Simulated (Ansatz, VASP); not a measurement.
**Two plane-wave programs on Ge**

```
Ge
1.0
    -3.52171    3.52171    3.52171
     3.52171   -3.52171    3.52171
     3.52171    3.52171   -3.52171
Ge
8
Direct
  0.50000 0.00000 0.79584
  0.79584 0.50000 0.00000
  0.00000 0.79584 0.50000
  0.70416 0.70416 0.70416
  0.50000 0.00000 0.20416
  0.20416 0.50000 0.00000
  0.00000 0.20416 0.50000
  0.29584 0.29584 0.29584
```

Change from the starting cell: strain +0.015 along x and y, +0.015 along z, atoms carried along.

Alike in both runs: task single point; functional PBEsol; k mesh 8 × 8 × 8; occupations gaussian, width 0.15 eV; no spin polarisation.

|  | VASP | Ansatz |
| --- | --- | --- |
| version | VASP 6.6.1 | Ansatz 0.2.0 |
| potentials or method | VASP PAW PBE potentials, release 64 (Ge_d), cutoff 520 eV | scalar-relativistic, plane waves, PAW |
| valence electrons in the cell | 112 | 112 |

|  | VASP | Ansatz | Ansatz less VASP |
| --- | --- | --- | --- |
| gap on the k mesh at the Fermi level (eV) | none | none | - |
| pressure (GPa) | -2.9 | -2.9 | +0.06 |
| rms of the force components (eV/Å) | 0.071 | 0.070 | -0.0012 |

VASP's potentials were made for PBE, not for PBEsol. Atom by atom the forces differ by 0.001 eV/Å (rms over components). A gap of «none» marks a metal or a gap that the smearing closes. With one functional, cell and mesh, what is left measures potentials, basis and numerics.
